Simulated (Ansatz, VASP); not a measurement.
# BiBrO: VASP beside Ansatz

File INCAR:

```
PREC = Accurate
ENCUT = 520
EDIFF = 1E-6
ISMEAR = 0
SIGMA = 0.05
LREAL = F
LASPH = T
NELM = 80
ALGO = Normal
ISIF = 2
LWAVE = F
LCHARG = F
NBANDS = 37
```

File KPOINTS:

```
Automatic mesh
0
Gamma
  8 8 4
```

Contents of POSCAR:

```
BiBrO
1.0
    3.6885000000      0.0000000000      0.0000000000
    0.0000000000      3.6885000000      0.0000000000
    0.0000000000      0.0000000000      8.2811000000
Bi Br O
2 2 2
Direct
    0.0000000000      0.5000000000      0.1575579020
    0.5000000000      0.0000000000      0.8424420980
    0.0000000000      0.5000000000      0.6517216503
    0.5000000000      0.0000000000      0.3482783497
    0.0000000000      0.0000000000      0.0000000000
    0.5000000000      0.5000000000      0.0000000000
```

Input for Ansatz:

```yaml
crystal:
  lattice:
    - [3.6885, 0.0, 0.0]
    - [0.0, 3.6885, 0.0]
    - [0.0, 0.0, 8.2811]
  atoms:
    - { symbol: Bi, position: [0.0, 0.5, 0.157557902] }
    - { symbol: Bi, position: [0.5, 0.0, 0.842442098] }
    - { symbol: Br, position: [0.0, 0.5, 0.6517216503] }
    - { symbol: Br, position: [0.5, 0.0, 0.3482783497] }
    - { symbol: O, position: [0.0, 0.0, 0.0] }
    - { symbol: O, position: [0.5, 0.5, 0.0] }
basis:
  ecutwfc: 520.0
kpoints:
  mp_grid: { grid: [8, 8, 4] }
hamiltonian:
  xc: lda
  pseudopotentials: { kind: paw }
scf:
  occupations: { method: gaussian, width: 0.05 }
output:
  forces: true
  stress: true
  eigenvalues: true
  write_density: true
  write_potential: true
  elf: true
  volumetric_format: npy
```

Alike in both runs: task single point; functional LDA; k mesh 8 × 8 × 4; occupations gaussian, width 0.05 eV; no spin polarisation.

|  | VASP | Ansatz |
| --- | --- | --- |
| version | VASP 6.6.1 | Ansatz 0.2.0 |
| potentials or method | VASP PAW LDA potentials, release 64 (Bi_d, Br, O), cutoff 520 eV | scalar-relativistic, plane waves, PAW |
| valence electrons in the cell | 56 | 56 |

|  | VASP | Ansatz | Ansatz less VASP |
| --- | --- | --- | --- |
| gap on the k mesh at the Fermi level (eV) | 2.41 | 2.43 | +0.020 |
| least direct gap on the mesh (eV) | 2.84 | 2.85 | +0.008 |
| pressure (GPa) | 8.1 | 7.7 | -0.40 |
| traceless stress, the component that is largest in VASP (GPa) | -5.58 | -5.55 | +0.027 |
| rms of the force components (eV/Å) | 0.062 | 0.058 | -0.0044 |

LDA's correlation is that of Perdew and Zunger in VASP and of Perdew and Wang (1992) in Ansatz. Atom by atom the forces differ by 0.032 eV/Å (rms over components).

Neither program's run includes spin-orbit coupling.
